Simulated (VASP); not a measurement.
## Re: single point with PBEsol

Crystal: Re.

```
CELL_PARAMETERS angstrom
0.00000 1.94032 1.94032
1.94032 0.00000 1.94032
1.94032 1.94032 0.00000
ATOMIC_POSITIONS crystal
Re 0.00000 0.00000 0.00000
```

```yaml
Program: VASP 6.6.1
Task: single point
Functional: PBEsol
Potentials_or_basis: VASP PAW PBE potentials, release 64 (Re)
Cutoff: 520 eV
k_mesh: 12 × 12 × 12
Occupations: fermi-dirac, width 0.05 eV
Spin: no spin polarisation
```

| Property | Result |
| --- | --- |
| Pressure | -0.1 GPa |

Levels at points of the mesh, in eV from the Fermi level:
| k point | band 1 | band 2 | band 3 | band 4 | band 5 | band 6 | band 7 | band 8 |
| --- | --- | --- | --- | --- | --- | --- | --- | --- |
| (0.00, 0.00, 0.00) | -10.20 | -1.93 | -1.93 | -1.93 | 1.30 | 1.30 | 13.98 | 19.65 |
| (0.50, 0.00, 0.00) | -6.94 | -2.14 | -2.14 | 0.25 | 3.89 | 3.89 | 10.08 | 13.46 |
| (0.50, 0.50, 0.00) | -6.90 | -6.02 | 2.85 | 3.84 | 4.65 | 4.65 | 12.36 | 12.36 |

It took 4.6 s on 1 thread of Intel(R) Xeon(R) 6975P-C (Granite Rapids), on a shared host, peak memory 0.13 GiB.

Caveat: the PAW data sets were made with another functional, which shifts forces and pressure a little; spin-orbit coupling is left out, which moves the levels of the heavy elements.
